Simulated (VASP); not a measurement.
# Y: single point with PBEsol

Crystal: Y.

```
Y
1.0
     0.00000    2.52849    2.52849
     2.48500    0.04349    2.48500
     2.48500    2.48500    0.04349
Y
1
Cartesian
  0.0000 0.0000 0.0000
```

This cell differs from its parent crystal: strain +0.0350 x Voigt [0, 0, 0, 1, 0, 0].

```yaml
Program: VASP 6.6.1
Task: single point
Functional: PBEsol
Potentials_or_basis: VASP PAW PBE potentials, release 64 (Y_sv)
Cutoff: 520 eV
k_mesh: 16 × 16 × 16
Occupations: gaussian, width 0.15 eV
Spin: no spin polarisation
```

The pressure is 0.1 GPa. The band gap on the k mesh is zero (an odd number of electrons rules out a gap without spin polarisation).

Stress tensor (GPa, compression positive):
```
 0.05  0.00  0.00
 0.00  0.11 -1.23
 0.00 -1.23  0.11
```

Levels at points of the mesh, in eV from the Fermi level:
| k point | band 1 | band 2 | band 3 | band 4 | band 5 | band 6 | band 7 | band 8 | band 9 | band 10 |
| --- | --- | --- | --- | --- | --- | --- | --- | --- | --- | --- |
| (0.00, 0.00, 0.00) | -42.45 | -22.13 | -22.11 | -22.10 | -4.86 | 1.63 | 1.82 | 2.05 | 4.01 | 4.01 |
| (0.50, 0.00, 0.00) | -42.37 | -22.80 | -22.19 | -22.19 | -2.10 | 0.70 | 1.54 | 1.87 | 5.42 | 5.66 |
| (0.00, 0.50, 0.00) | -42.36 | -22.83 | -22.22 | -22.22 | -2.04 | 0.93 | 1.45 | 1.77 | 5.51 | 5.72 |
| (0.50, 0.50, 0.00) | -42.33 | -22.77 | -22.36 | -22.36 | -1.89 | -0.99 | 2.36 | 5.55 | 6.03 | 6.07 |
| (0.00, 0.50, 0.50) | -42.33 | -22.76 | -22.39 | -22.33 | -1.89 | -0.99 | 2.35 | 5.60 | 6.04 | 6.05 |

Run time: 2.7 min on 1 thread of Intel(R) Xeon(R) Platinum 8559C (Emerald Rapids), on a shared host, peak memory 0.38 GiB.

Caveat: the cell differs from its parent crystal (strain +0.0350 x Voigt [0, 0, 0, 1, 0, 0]); the PAW data sets were made with another functional, which shifts forces and pressure a little.
